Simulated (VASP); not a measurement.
Set up this calculation in VASP 6.6.1, as the native input.

| Quantity | Value |
| --- | --- |
| Task | electric field gradients |
| Functional | PBE |
| Potentials or basis | VASP PAW PBE potentials, release 64 (Cd, I) |
| Cutoff | 400 eV |
| k mesh | 8 × 8 × 5 |
| Occupations | fermi-dirac, width 0.03 eV |
| Spin | no spin polarisation |
| Dipole correction | no |
| Further INCAR settings | ALGO = Normal; EDIFF = 1e-08; NBANDS = 20 |

The structure of CdI2 lies in POSCAR:

```
CdI2
1.0
    4.2439992147      0.0000000000      0.0000000000
   -2.1219996073      3.6754111335      0.0000000000
    0.0000000000      0.0000000000      6.8590000000
Cd I
1 2
Direct
    0.0000000000      0.0000000000      0.0000000000
    0.3333333333      0.6666666667      0.2492000000
    0.6666666667      0.3333333333      0.7508000000
```

One way to write it, as run:

INCAR

```
SYSTEM = CdI2
PREC = Accurate ; ENCUT = 400
EDIFF = 1E-8 ; ISMEAR = -1
SIGMA = 0.03 ; LREAL = .False.
LASPH = .True. ; NELM = 120
ALGO = Normal ; ISIF = 2
LWAVE = .False. ; LCHARG = .False.
GGA = PE ; LEFG = .True.
NBANDS = 20 ; GGA_COMPAT = .False.
```

KPOINTS

```
Automatic mesh
0
Gamma
  8 8 5
  0 0 0
```

Potentials or basis: VASP PAW PBE potentials, release 64 (Cd, I).

The run is started by

```bash
$ cat potpaw_PBE.64/Cd/POTCAR potpaw_PBE.64/I/POTCAR > POTCAR
$ mpirun -np 1 vasp_std > vasp.out
```

It gave:

```
Pressure               : 1.8 GPa
Largest force          : 0.144 eV/Å
Band gap on the k mesh : 2.37 eV, indirect (least direct gap 2.61 eV)
```

Caveat: without QUAD_EFG the Cq values of the log hold for a quadrupole moment of 1 mb, not for the nuclei; spin-orbit coupling is left out, which moves the levels of the heavy elements; this functional lacks dispersion, which binds the layers, so the pressure and a relaxed spacing across them are unreliable.

It used 94 s of CPU time on 1 thread of AMD EPYC 7R13 Processor (Zen 3), on a shared host.
